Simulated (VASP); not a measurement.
Wanted: the native input for a VASP 6.6.1 run.

| Quantity | Value |
| --- | --- |
| Task | single point |
| Functional | PBE |
| Potentials or basis | VASP PAW PBE potentials, release 64 (Zn, O) |
| Cutoff | 520 eV |
| k mesh | 9 × 9 × 5 |
| Occupations | gaussian, width 0.023 eV |
| Spin | no spin polarisation |
| Dipole correction | no |
| Further INCAR settings | ALGO = Normal; EDIFF = 1e-06; NBANDS = 26 |

The structure of ZnO (zincite) lies in POSCAR:

```
ZnO
1.0
    3.2493080000      0.0000000000      0.0000000000
   -1.6246540000      2.8139832727      0.0000000000
    0.0000000000      0.0000000000      5.2057090000
Zn O
2 2
Direct
    0.6666666667      0.3333333333      0.0000000000
    0.3333333333      0.6666666667      0.5000000000
    0.3333333333      0.6666666667      0.8790100000
    0.6666666667      0.3333333333      0.3790100000
```

The input as run:

INCAR

```
PREC = Accurate
ENCUT = 520
EDIFF = 1E-6
ISMEAR = 0
SIGMA = 0.023
LREAL = F
LASPH = T
NELM = 80
ALGO = Normal
ISIF = 2
LWAVE = F
LCHARG = T
GGA = PE
LELF = T
LVHAR = T
NBANDS = 26
```

KPOINTS

```
regular mesh
0
Gamma
  9 9 5
```

Potentials or basis: VASP PAW PBE potentials, release 64 (Zn, O).

Run with:

```console
$ cat potpaw_PBE.64/Zn/POTCAR potpaw_PBE.64/O/POTCAR > POTCAR
$ mpirun -np 1 vasp_std > vasp.out
```

It gave:

| Property | Result |
| --- | --- |
| Pressure | 6.0 GPa |
| Largest force | 0.074 eV/Å |
| Band gap on the k mesh | 0.79 eV, direct |

It took 78 s on 1 thread of AMD EPYC 7R13 (shared host), peak memory 0.15 GiB.
